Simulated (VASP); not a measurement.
Crystal: SiC (Moissanite 3C).

```
Si C
1.0
     0.00000    2.17900    2.17900
     2.17900    0.00000    2.17900
     2.17900    2.17900    0.00000
Si C
1 1
Direct
  0.00000 0.00000 0.00000
  0.25000 0.25000 0.25000
```

Base run:

```yaml
Program: VASP 6.6.1
Functional: PBE
Potentials_or_basis: VASP PAW PBE potentials, release 64 (Si, C)
Cutoff: 520 eV
k_mesh: 9 × 9 × 9
Occupations: gaussian, width 0.01 eV
Spin: no spin polarisation
```

Its results: band gap on the k mesh 1.50 eV, indirect (least direct gap 4.62 eV); pressure 3.2 GPa.

Problem. After a change of settings the same cell gave: band gap on the k mesh 1.31 eV, indirect (least direct gap 4.51 eV); pressure 3.6 GPa. Which change was it?
A. k mesh from 9 × 9 × 9 to 4 × 4 × 4
B. k mesh from 9 × 9 × 9 to 3 × 3 × 3
C. k mesh from 9 × 9 × 9 to 5 × 5 × 5; further incar settings from ALGO = Normal; EDIFF = 1e-06; NBANDS = 11 to ALGO = Normal; EDIFF = 1e-07; NBANDS = 11

Solution. A.

Caveats: some runs use coarse meshes.
